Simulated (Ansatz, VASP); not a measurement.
Al3H2: VASP beside Ansatz

```
CELL_PARAMETERS angstrom
-1.47500 1.47500 6.84000
1.47500 -1.47500 6.84000
1.47500 1.47500 -6.84000
ATOMIC_POSITIONS crystal
Al 0.66500 0.66500 0.00000
Al 0.33500 0.33500 0.00000
Al 0.00000 0.00000 0.00000
H 0.25000 0.75000 0.50000
H 0.75000 0.25000 0.50000
```

Alike in both runs: task relaxation of cell and atoms; functional PBE; k mesh 8 × 8 × 8; occupations gaussian, width 0.2 eV; no spin polarisation.

```csv
,VASP,Ansatz
version,VASP 6.6.1,Ansatz 0.2.0
potentials or method,"VASP PAW PBE potentials, release 64 (Al, H), cutoff 600 eV","scalar-relativistic, plane waves, PAW"
valence electrons in the cell,11,11
```

Ansatz gave:

| Item | Value |
| --- | --- |
| gap on the k mesh at the Fermi level, each at its own relaxed structure (eV) | none |
| relaxed volume (Å³/atom) | 11.21 |
| relaxed cell length with the largest relative difference (Å) | 6.760 |

Question: Estimate VASP's values.

Answer: gap on the k mesh at the Fermi level, each at its own relaxed structure (eV): none; relaxed volume (Å³/atom): 11.21; relaxed cell length with the largest relative difference (Å): 6.839.

A gap of «none» marks a metal or a gap that the smearing closes.

The k mesh is coarse, so the values compare programs but aren't converged.
